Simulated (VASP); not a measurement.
A run of VASP 6.6.1 is set up as follows.

Contents of INCAR:

```
SYSTEM = Ag
  PREC = Accurate
  ENCUT = 520
  EDIFF = 1E-6
  ISMEAR = -1
  SIGMA = 0.1
  LREAL = .False.
  LASPH = .True.
  NELM = 60
  ALGO = Normal
  ISIF = 2
  LWAVE = .False.
  LCHARG = .False.
  GGA = RE
  NBANDS = 12
```

File KPOINTS:

```
Automatic mesh
0
Gamma
  21 21 21
  0 0 0
```

File POSCAR:

```
Ag
1.0
    0.0000000000      2.0965977525      2.0965977525
    2.0965977525      0.0000000000      2.0965977525
    2.0965977525      2.0965977525      0.0000000000
Ag
1
Direct
    0.0000000000      0.0000000000      0.0000000000
```

Potentials or basis: VASP PAW PBE potentials, release 64 (Ag).

Command:

```console
$ cat potpaw_PBE.64/Ag/POTCAR > POTCAR
$ mpirun -np 1 vasp_std > vasp.out
```

(1) Estimate the pressure.

## Answers

(1) 0.0 GPa.

Caveat: the PAW data sets were made with another functional, which shifts forces and pressure a little.
